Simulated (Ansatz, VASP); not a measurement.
**One calculation of SnO2, two programs**

```xyz
3
Lattice="0.6269 2.9202 2.9202 2.9202 0.6269 2.9202 2.9202 2.9202 0.6269" Properties=species:S:1:pos:R:3 pbc="T T T"
Sn    0.0000    0.0000    0.0000
O     1.6168    1.6168    1.6168
O     4.8505    4.8505    4.8505
```

Alike in both runs: task single point; functional PBE; k mesh 18 × 18 × 18; occupations gaussian, width 0.15 eV; no spin polarisation.

|  | VASP | Ansatz |
| --- | --- | --- |
| version | VASP 6.6.1 | Ansatz 0.2.0 |
| potentials or method | VASP PAW PBE potentials, release 64 (Sn_d, O), cutoff 520 eV | scalar-relativistic, plane waves, PAW |
| valence electrons in the cell | 26 | 26 |

Ansatz gave:

* gap on the k mesh at the Fermi level (eV): 1.37
* least direct gap on the mesh (eV): 1.37
* pressure (GPa): 14.4
* traceless stress, the component that is largest in VASP (GPa): -0.26
* rms of the force components (eV/Å): 0.062

**Question.** Estimate VASP's values.

**Answer.** gap on the k mesh at the Fermi level (eV): 1.34; least direct gap on the mesh (eV): 1.34; pressure (GPa): 15.1; traceless stress, the component that is largest in VASP (GPa): -0.56; rms of the force components (eV/Å): 0.088.

Atom by atom the forces differ by 0.026 eV/Å (rms over components).
